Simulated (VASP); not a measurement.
# PbO (P4/nmm) in VASP: single point with PBE

Aim: the single point of PbO with PBE.

Everything below comes from runs of VASP 6.6.1. Logs are shortened: lines on timing, memory, paths and dates and some standing lists are left out, and cuts for length are marked.

## 1. The cell of the first run

It takes space group P4/nmm (No. 129, tetragonal). Conventional cell: a = 3.974 Å, b = 3.974 Å, c = 5.022 Å, α = 90.00°, β = 90.00°, γ = 90.00°. Within 3.1 Å of Pb (site symmetry 4mm) lie 4 O at 2.31 Å. O (site symmetry -4m2) has 4 Pb at 2.31 Å and 4 O at 2.81 Å within 3.1 Å.

## 2. Single point, PBE

Contents of INCAR:

```
PREC = Accurate ; ENCUT = 520
EDIFF = 1E-7 ; ISMEAR = 0
SIGMA = 0.05 ; LREAL = False
LASPH = True ; NELM = 100
ALGO = Normal ; ISIF = 2
LWAVE = False ; LCHARG = False
GGA = PE ; NBANDS = 28
```

Contents of KPOINTS:

```
regular mesh
0
Gamma
  8 8 6
```

Contents of POSCAR:

```
PbO
1.0
    3.9744000000      0.0000000000      0.0000000000
    0.0000000000      3.9744000000      0.0000000000
    0.0000000000      0.0000000000      5.0220000000
Pb O
2 2
Direct
    0.0000000000      0.5000000000      0.2351000000
    0.5000000000      0.0000000000      0.7649000000
    0.0000000000      0.0000000000      0.0000000000
    0.5000000000      0.5000000000      0.0000000000
```

Potentials or basis: VASP PAW PBE potentials, release 64 (Pb_d, O).

Command:

```bash
> cat potpaw_PBE.64/Pb_d/POTCAR potpaw_PBE.64/O/POTCAR > POTCAR
> mpirun -np 1 vasp_std > vasp.out
```

OUTCAR:

```text
PREC = Accurate
   ENCUT = 520
   EDIFF = 1E-7
   ISMEAR = 0
   LREAL = False
   LASPH = True
   NELM = 100
   ISIF = 2
   GGA = PE

 ion  position               nearest neighbor table
   1  0.000  0.500  0.235-   3 2.31   4 2.31   3 2.31   4 2.31   2 3.67   2 3.67   2 3.67   2 3.67
                             2 3.87   2 3.87   2 3.87   2 3.87
   2  0.500  0.000  0.765-   3 2.31   4 2.31   4 2.31   3 2.31   1 3.67   1 3.67   1 3.67   1 3.67
                             1 3.87   1 3.87   1 3.87   1 3.87
   3  0.000  0.000  0.000-   1 2.31   2 2.31   1 2.31   2 2.31
   4  0.500  0.500  0.000-   1 2.31   2 2.31   2 2.31   1 2.31

  LATTYP: Found a simple tetragonal cell.
 ALAT       =     3.9744000000
 C/A-ratio  =     1.2635869565

  Lattice vectors:

 A1 = (   3.9744000000,   0.0000000000,   0.0000000000)
 A2 = (   0.0000000000,   3.9744000000,   0.0000000000)
 A3 = (   0.0000000000,   0.0000000000,   5.0220000000)

Analysis of symmetry for initial positions (statically):
=====================================================================
 Subroutine PRICEL returns:
 Original cell was already a primitive cell.

 Routine SETGRP: Setting up the symmetry group for a
 simple tetragonal supercell.

 Subroutine GETGRP returns: Found 16 space group operations
 (whereof  8 operations were pure point group operations)
 out of a pool of 16 trial point group operations.

The static configuration has the point symmetry D_2d.
 The point group associated with its full space group is D_4h.

Analysis of symmetry for dynamics (positions and initial velocities):
=====================================================================
 Subroutine PRICEL returns:
 Original cell was already a primitive cell.

 Routine SETGRP: Setting up the symmetry group for a
 simple tetragonal supercell.

 Subroutine GETGRP returns: Found 16 space group operations
 (whereof  8 operations were pure point group operations)
 out of a pool of 16 trial point group operations.

The dynamic configuration has the point symmetry D_2d.
 The point group associated with its full space group is D_4h.

 Subroutine INISYM returns: Found 16 space group operations
 (whereof  8 operations are pure point group operations),
 and found     1 'primitive' translations

----------------------------------------------------------------------------------------

                                     Primitive cell

  volume of cell :      79.3268

  direct lattice vectors                    reciprocal lattice vectors
     3.974400000  0.000000000  0.000000000     0.251610306  0.000000000  0.000000000
     0.000000000  3.974400000  0.000000000     0.000000000  0.251610306  0.000000000
     0.000000000  0.000000000  5.022000000     0.000000000  0.000000000  0.199123855

  length of vectors
     3.974400000  3.974400000  5.022000000     0.251610306  0.251610306  0.199123855

  position of ions in fractional coordinates (direct lattice)
     0.000000000  0.500000000  0.235100000
     0.500000000  0.000000000  0.764900000
     0.000000000  0.000000000  0.000000000
     0.500000000  0.500000000  0.000000000

  ion indices of the primitive-cell ions
   primitive index   ion index
                 1           1
                 2           2
                 3           3
                 4           4

----------------------------------------------------------------------------------------

 KPOINTS: regular mesh

Automatic generation of k-mesh.
 Grid dimensions read from file:
 generate k-points for:    8    8    6

 Generating k-lattice:

  Cartesian coordinates                     Fractional coordinates (reciprocal lattice)
     0.031451288  0.000000000  0.000000000     0.125000000  0.000000000  0.000000000
     0.000000000  0.031451288  0.000000000     0.000000000  0.125000000  0.000000000
     0.000000000  0.000000000  0.033187309     0.000000000  0.000000000  0.166666667

  Length of vectors
     0.031451288  0.031451288  0.033187309

  Shift w.r.t. Gamma in fractional coordinates (k-lattice)
     0.000000000  0.000000000  0.000000000

 Subroutine IBZKPT returns following result:
 ===========================================

 Found     60 irreducible k-points:

 Following reciprocal coordinates:
            Coordinates               Weight
  0.000000  0.000000  0.000000      1.000000
  0.125000  0.000000  0.000000      4.000000
  0.250000  0.000000  0.000000      4.000000
  0.375000  0.000000  0.000000      4.000000
  0.500000  0.000000  0.000000      2.000000
  0.125000  0.125000  0.000000      4.000000
[... 16 lines left out ...]
  0.375000  0.125000  0.166667     16.000000
  0.500000  0.125000  0.166667      8.000000
 [... further k-points ...]
   k-points           NKPTS =     60   k-points in BZ     NKDIM =     60   number of bands    NBANDS=     28
   number of dos      NEDOS =    301   number of ions     NIONS =      4
   total plane-waves  NPLWV =  36000
   dimension x,y,z NGX =    30 NGY =   30 NGZ =   40
   dimension x,y,z NGXF=    60 NGYF=   60 NGZF=   80
   ions per type =               2   2
   NGX,Y,Z   is equivalent  to a cutoff of  12.55, 12.55, 13.24 a.u.
   NGXF,Y,Z  is equivalent  to a cutoff of  25.10, 25.10, 26.48 a.u.
 SYSTEM =  unknown system
   PREC   = accura    normal or accurate (medium, high low for compatibility)
   ISTART =      0    job   : 0-new  1-cont  2-samecut
   ICHARG =      2    charge: 1-file 2-atom 10-const
   ISPIN  =      1    spin polarized calculation?
   LNONCOLLINEAR =      F non collinear calculations
   LSORBIT =      F    spin-orbit coupling
   LASPH  =      T    aspherical Exc in radial PAW
   ENCUT  =  520.0 eV  38.22 Ry    6.18 a.u.   7.39  7.39  9.34*2*pi/ulx,y,z
   NELM   =    100;   NELMIN=  2; NELMDL= -5     # of ELM steps
   EDIFF  = 0.1E-06   stopping-criterion for ELM
   LREAL  =      F    real-space projection
   EDIFFG = 0.1E-05   stopping-criterion for IOM
   NSW    =      0    number of steps for IOM
   IBRION =     -1    ionic relax: 0-MD 1-quasi-New 2-CG
   NFREE  =      0    steps in history (QN), initial steepest desc. (CG)
   ISIF   =      2    stress and relaxation
   ISYM   =      2    0-nonsym 1-usesym 2-fastsym
   POTIM  = 0.5000    time-step for ionic-motion
   TEBEG  =    0.0;   TEEND  =   0.0 temperature during run
   PSTRESS=    0.0 pullay stress
   NELECT =      40.0000    total number of electrons
   NUPDOWN=      -1.0000    fix difference up-down
   EMIN   =  10.00;   EMAX   =-10.00  energy-range for DOS
   EFERMI =   0.00;   METHOD = LEGACY
   ISMEAR =     0;   SIGMA  =   0.05  broadening in eV -4-tet -1-fermi 0-gaus
   EFERMI_NEDOS =   21; number of points for ismear=-14 and -15
   IALGO  =     38    algorithm
   IMIX   =      4    mixing-type and parameters
     AMIX     =   0.40;   BMIX     =  1.00
     AMIX_MAG =   1.60;   BMIX_MAG =  1.00
  volume/ion in A,a.u.               =      19.83       133.83
  Fermi-wavevector in a.u.,A,eV,Ry     =   1.303031  2.462372 23.101207  1.697891
  Thomas-Fermi vector in A             =   2.434060
   LORBIT       =      0    0 simple, 1 ext, 2 COOP (PROOUT), +10 PAW based schemes
   GGA     = PE    functional components
   LHFCALC =     F    Hartree Fock is set to
   AEXX    =    0.0000 exact exchange contribution
   IVDW    =     0    specifies the selected vdW correction
   LEPSILON=     F    determine dielectric tensor
   LRPA    =     F    only Hartree local field effects (RPA)
 non-spin polarized calculation
 Gauss-broadening in eV      SIGMA  =   0.05
  energy-cutoff  :      520.00
  volume of cell :       79.33
 maximum number of plane-waves:      2171
 NGX is ok and might be reduce to    30
   NGX = 15   NGY = 15   NGZ = 19

 number of electron      39.9999997 magnetization

 Free energy of the ion-electron system (eV)
  ---------------------------------------------------
  ext. energy  EPLUGINS =         0.00000000
  ---------------------------------------------------
  free energy    TOTEN  =       -21.41097148 eV

  energy without entropy =      -21.41097148  energy(sigma->0) =      -21.41097148

 E-fermi :   5.4523     XC(G=0):  -9.8372

 val. band max:        5.1796520820   @ k =   0.1250   0.0000   0.0000
 cond. band min:       6.4260372011   @ k =   0.5000   0.5000   0.0000
 fundamental gap:      1.2463851191
 Fermi energy:         5.4523383251

 k-point     1 :       0.0000    0.0000    0.0000
  band No.  band energies     occupation
      1     -13.2867      2.00000
      2     -12.7383      2.00000
      3     -10.8564      2.00000
      4     -10.8564      2.00000
      5     -10.7934      2.00000
      6     -10.7741      2.00000
[... 20 lines left out ...]
     27      12.7352      0.00000
     28      13.2878      0.00000

 k-point     2 :       0.1250    0.0000    0.0000
  band No.  band energies     occupation
      1     -13.2523      2.00000
      2     -12.7491      2.00000
      3     -10.8489      2.00000
      4     -10.8468      2.00000
      5     -10.7819      2.00000
      6     -10.7649      2.00000
[... 20 lines left out ...]
     27      12.9601      0.00000
     28      14.2967      0.00000

 k-point     3 :       0.2500    0.0000    0.0000
  band No.  band energies     occupation
      1     -13.1625      2.00000
      2     -12.7845      2.00000
      3     -10.8282      2.00000
      4     -10.8202      2.00000
      5     -10.7484      2.00000
      6     -10.7403      2.00000
[... 20 lines left out ...]
     27      13.2311      0.00000
     28      16.1057      0.00000

 k-point     4 :       0.3750    0.0000    0.0000
  band No.  band energies     occupation
      1     -13.0485      2.00000
      2     -12.8481      2.00000
      3     -10.7986      2.00000
      4     -10.7857      2.00000
      5     -10.7375      2.00000
      6     -10.7334      2.00000
[... 20 lines left out ...]
     27      13.6693      0.00000
     28      15.5786      0.00000

 k-point     5 :       0.5000    0.0000    0.0000
  band No.  band energies     occupation
      1     -12.9385      2.00000
      2     -12.9385      2.00000
      3     -10.7665      2.00000
      4     -10.7665      2.00000
      5     -10.7535      2.00000
      6     -10.7535      2.00000
[... 20 lines left out ...]
     27      14.4237      0.00000
     28      14.4237      0.00000

 k-point     6 :       0.1250    0.1250    0.0000
  band No.  band energies     occupation
      1     -13.2203      2.00000
      2     -12.7589      2.00000
      3     -10.8521      2.00000
      4     -10.8254      2.00000
      5     -10.7715      2.00000
      6     -10.7582      2.00000
[... 463 lines left out ...]
      5     -10.7639      2.00000
      6     -10.7633      2.00000
[... 20 lines left out ...]
     27      13.5877      0.00000
     28      14.7957      0.00000

 k-point    22 :       0.2500    0.1250    0.1667
  band No.  band energies     occupation
      1     -13.1364      2.00000
      2     -12.7902      2.00000
      3     -10.8265      2.00000
      4     -10.7973      2.00000
      5     -10.7435      2.00000
      6     -10.7350      2.00000
[... 20 lines left out ...]
     27      14.1605      0.00000
     28      15.5879      0.00000

 k-point    23 :       0.3750    0.1250    0.1667
  band No.  band energies     occupation
      1     -13.0340      2.00000
      2     -12.8504      2.00000
      3     -10.8033      2.00000
      4     -10.7728      2.00000
      5     -10.7449      2.00000
      6     -10.7200      2.00000
[... 20 lines left out ...]
     27      14.4050      0.00000
     28      14.9517      0.00000

 k-point    24 :       0.5000    0.1250    0.1667
  band No.  band energies     occupation
      1     -12.9342      2.00000
      2     -12.9342      2.00000
      3     -10.7796      2.00000
      4     -10.7796      2.00000
      5     -10.7367      2.00000
      6     -10.7367      2.00000
[... 20 lines left out ...]
     27      14.6413      0.00000
     28      14.6413      0.00000

 [... further k-points ...]
[... 5 lines left out ...]
  --------------------------------------------------------------------------------------
  -------------------------------------------------------------------------------------
  Total        2.6155736      2.6155736      2.1197667      0.0000000     -0.0000000      0.0000000
  in kB       52.8272093     52.8272093     42.8133085      0.0000000     -0.0000000      0.0000000
  external PRESSURE =      49.4892424 kB  Pullay stress =       0.0000000 kB

 VOLUME and BASIS-vectors are now :
 -----------------------------------------------------------------------------
  energy-cutoff  :      520.00
  volume of cell :       79.33
      direct lattice vectors                 reciprocal lattice vectors
     3.974400000  0.000000000  0.000000000     0.251610306  0.000000000  0.000000000
     0.000000000  3.974400000  0.000000000     0.000000000  0.251610306  0.000000000
     0.000000000  0.000000000  5.022000000     0.000000000  0.000000000  0.199123855

 POSITION                                       TOTAL-FORCE (eV/Angst)
 -----------------------------------------------------------------------------------
      0.00000      1.98720      1.18067         0.000000      0.000000      0.495771
      1.98720      0.00000      3.84133        -0.000000      0.000000     -0.495771
      0.00000      0.00000      0.00000         0.000000      0.000000      0.000000
      1.98720      1.98720      0.00000         0.000000     -0.000000      0.000000
 -----------------------------------------------------------------------------------
    total drift:                                0.000000      0.000000     -0.000000

  FREE ENERGIE OF THE ION-ELECTRON SYSTEM (eV)
  ---------------------------------------------------
  free  energy   TOTEN  =       -21.4109714847 eV

  energy  without entropy=      -21.4109714847  energy(sigma->0) =      -21.41097148
```

Wall time 1.8 min (1 thread of Intel Xeon Platinum 8259CL at 2.50GHz (Skylake/Cascade Lake), shared host); peak memory 0.25 GiB.

What came out:

* Free energy: -21.4110 eV
* Pressure: 4.9 GPa
* Largest force: 0.496 eV/Å
* Band gap on the k mesh: 1.25 eV, indirect (least direct gap 2.32 eV)

Forces in eV/Å, atoms in the order of the input:
```
Pb   0.000  0.000  0.496
Pb   0.000  0.000 -0.496
O    0.000  0.000  0.000
O    0.000  0.000  0.000
```

Levels at points of the mesh, in eV from the valence-band top:
```
           k point  band 16  band 17  band 18  band 19  band 20  band 21  band 22  band 23  band 24  band 25
(0.00, 0.00, 0.00)    -4.33    -1.74    -1.71    -1.71    -0.01     2.36     5.45     5.69     5.69     6.63
(0.50, 0.00, 0.00)    -3.24    -3.06    -3.06    -1.66    -1.66     3.40     3.40     6.56     6.56     6.73
(0.50, 0.50, 0.00)    -3.47    -1.66    -1.66    -1.08    -1.08     1.25     1.25     5.31     5.31     7.88
(0.00, 0.00, 0.50)    -4.17    -1.77    -1.74    -1.74    -0.95     1.95     4.05     4.05     4.28     8.73
(0.50, 0.00, 0.50)    -3.71    -3.02    -3.02    -1.01    -1.01     3.08     3.08     6.37     6.37     7.37
(0.50, 0.50, 0.50)    -3.91    -2.23    -2.23    -1.08    -1.08     3.48     3.48     4.74     4.74     5.76
```

Caveat: spin-orbit coupling is left out, which moves the levels of the heavy elements. As with any semilocal functional, this PBE gap is likely too small.
